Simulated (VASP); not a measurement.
Here is a VASP 6.6.1 calculation.

INCAR

```
ALGO = Normal
EDIFF = 1E-6
ENCUT = 520
GGA = CA
ISIF = 2
ISMEAR = -1
LASPH = T
LCHARG = F
LREAL = F
LWAVE = F
NBANDS = 10
NELM = 60
PREC = Accurate
SIGMA = 0.1
```

File KPOINTS:

```
k-points
0
Gamma
  13 13 13
```

POSCAR

```
Cs
1.0
   -2.8840810370      2.8840810370      2.8840810370
    2.8840810370     -2.8840810370      2.8840810370
    2.8840810370      2.8840810370     -2.8840810370
Cs
1
Direct
    0.0000000000      0.0000000000      0.0000000000
```

Potentials or basis: VASP PAW LDA potentials, release 64 (Cs_sv).

The run is started by

```bash
$ cat potpaw_LDA.64/Cs_sv/POTCAR > POTCAR
$ mpirun -np 1 vasp_std > vasp.out
```

Question: Predict the pressure.

Answer: 0.0 GPa.
